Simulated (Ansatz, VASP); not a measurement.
Two plane-wave programs on Sb

```
CELL_PARAMETERS angstrom
3.06165 0.00000 0.00000
0.00000 3.06165 0.00000
0.00000 0.00000 3.06165
ATOMIC_POSITIONS crystal
Sb 0.00000 0.00000 0.00000
```

Alike in both runs: task single point; functional PBEsol; k mesh 6 × 6 × 6; occupations gaussian, width 0.1 eV; no spin polarisation.

|  | VASP | Ansatz |
| --- | --- | --- |
| version | VASP 6.6.1 | Ansatz 0.2.0 |
| potentials or method | VASP PAW PBE potentials, release 64 (Sb), cutoff 500 eV | scalar-relativistic, plane waves, PAW |
| valence electrons in the cell | 5 | 15 |

|  | VASP | Ansatz | Ansatz less VASP |
| --- | --- | --- | --- |
| gap on the k mesh at the Fermi level (eV) | none | none | - |
| pressure (GPa) | 0.2 | 0.1 | -0.09 |

VASP's potentials were made for PBE, not for PBEsol, and Ansatz warns of the same on its side. A gap of «none» marks a metal or a gap that the smearing closes. VASP's potentials hold 5 valence electrons a cell and Ansatz's 15, so a difference there can come from the potentials and not from the codes.

Spin-orbit coupling is off throughout.
